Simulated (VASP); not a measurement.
Input of a VASP 6.6.1 run:

Contents of POSCAR:

```
Si
1.0
   -1.6269149300      1.6269149300      1.3203298500
    1.6269149300     -1.6269149300      1.3203298500
    1.6269149300      1.6269149300     -1.3203298500
Si
1
Direct
    0.0000000000      0.0000000000      0.0000000000
```

Contents of INCAR.step1:

```
SYSTEM = Si
PREC     = Accurate       ! precision mode
ENCUT    = 520            ! plane-wave cutoff, eV
EDIFF    = 1E-5           ! SCF threshold, eV
ISMEAR   = -1             ! smearing method
SIGMA    = 0.05           ! smearing width, eV
LREAL    = .False.        ! projectors in reciprocal space
LASPH    = .True.         ! aspherical terms in the spheres
NELM     = 100            ! most SCF steps
ALGO     = Normal         ! electronic algorithm
ISIF     = 2              ! what is computed and relaxed
LWAVE    = .True.         ! write WAVECAR
LCHARG   = .False.        ! write CHGCAR
NBANDS   = 8              ! bands
GGA      = PE             ! functional
```

INCAR.step2

```
SYSTEM = Si
PREC     = Accurate       ! precision mode
ENCUT    = 520            ! plane-wave cutoff, eV
EDIFF    = 1E-6           ! SCF threshold, eV
ISMEAR   = -1             ! smearing method
SIGMA    = 0.05           ! smearing width, eV
LREAL    = .False.        ! projectors in reciprocal space
LASPH    = .True.         ! aspherical terms in the spheres
NELM     = 100            ! most SCF steps
ALGO     = Normal         ! electronic algorithm
ISIF     = 2              ! what is computed and relaxed
LWAVE    = .False.        ! write WAVECAR
LCHARG   = .False.        ! write CHGCAR
GGA      = PE             ! functional
LHFCALC  = .True.         ! exact exchange
HFSCREEN = 0.2079         ! screening, 1/A
PRECFOCK = Normal       
NBANDS   = 8              ! bands
ISTART   = 1
```

Contents of KPOINTS:

```
regular mesh
0
Gamma
  8 8 8
  0 0 0
```

Potentials or basis: VASP PAW PBE potentials, release 64 (Si).

The run is started by

```sh
$ cat potpaw_PBE.64/Si/POTCAR > POTCAR
$ cp INCAR.step1 INCAR
$ mpirun -np 1 vasp_std > vasp.out
$ cp INCAR.step2 INCAR
$ mpirun -np 1 vasp_std > vasp.out
```

Question: What does it give for the pressure?

Answer: 1.6 GPa.

Question: What does it give for the band gap on the k mesh?

Answer: Zero (bands 2 and 3 overlap by 13.64 eV).

Stress tensor (GPa, compression positive):
```
 4.45  0.00  0.00
 0.00  4.45  0.00
 0.00  0.00 -4.12
```

Caveat: the k points lie up to 0.38 Å⁻¹ apart, too coarse for converged energies and pressures of a metal; the PAW data sets were made with another functional, which shifts forces and pressure a little.
